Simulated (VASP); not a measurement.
Wanted: the native input for a VASP 6.6.1 run.

```yaml
Task: relaxation of cell and atoms
Functional: PBE
Dispersion: D3(BJ)
Potentials_or_basis: VASP PAW PBE potentials, release 64 (Mg, Te)
Cutoff: 600 eV
k_mesh: 9 × 9 × 4
Occupations: gaussian, width 0.02 eV
Spin: no spin polarisation
Dipole_correction: no
Further_INCAR_settings: ALGO = Normal; EDIFF = 1e-07; IBRION = 2; EDIFFG = -0.002; NSW = 100; ISIF = 3
```

The structure of MgTe (d3) lies in POSCAR:

```
MgTe
1.0
    4.5902025400      0.0000000000      0.0000000000
   -2.2951012700      3.9752320100      0.0000000000
    0.0000000000      0.0000000000      7.4378057100
Mg Te
2 2
Direct
    0.3333333300      0.6666666700      0.9959911700
    0.6666666700      0.3333333300      0.4959911700
    0.3333333300      0.6666666700      0.3740088300
    0.6666666700      0.3333333300      0.8740088300
```

The input as run:

INCAR

```
SYSTEM = MgTe
PREC = Accurate
ENCUT = 600
EDIFF = 1E-7
ISMEAR = 0
SIGMA = 0.02
LREAL = .False.
LASPH = .True.
NELM = 120
ALGO = Normal
ISIF = 3
LWAVE = .False.
LCHARG = .False.
GGA = PE
IVDW = 12
IBRION = 2
NSW = 100
EDIFFG = -0.002
GGA_COMPAT = .False.
NELMIN = 4
```

KPOINTS

```
regular mesh
0
Gamma
  9 9 4
  0 0 0
```

Potentials or basis: VASP PAW PBE potentials, release 64 (Mg, Te).

Command:

```sh
$ cat potpaw_PBE.64/Mg/POTCAR potpaw_PBE.64/Te/POTCAR > POTCAR
$ mpirun -np 1 vasp_std > vasp.out
```

Results of the run:

| Property | Result |
| --- | --- |
| Relaxed volume | 32.95 Å³/atom |
| Relaxed cell | a = 4.538 Å, b = 4.538 Å, c = 7.390 Å, α = 90.00°, β = 90.00°, γ = 120.00° |
| Space group after relaxing (to 0.05 Å) | P6_3mc (No. 186) |
| Energy gained by relaxing | 3.3 meV/atom |
| Ionic steps | 10 |
| Pressure after relaxing | 0.0 GPa |
| Band gap on the k mesh | 2.57 eV, direct |
| Dispersion energy per atom | -0.298 eV |

Caveat: spin-orbit coupling is left out, which moves the levels of the heavy elements.

Wall time 5 min on 1 thread of Intel(R) Xeon(R) Platinum 8559C (Emerald Rapids), on a shared host, peak memory 0.36 GiB.
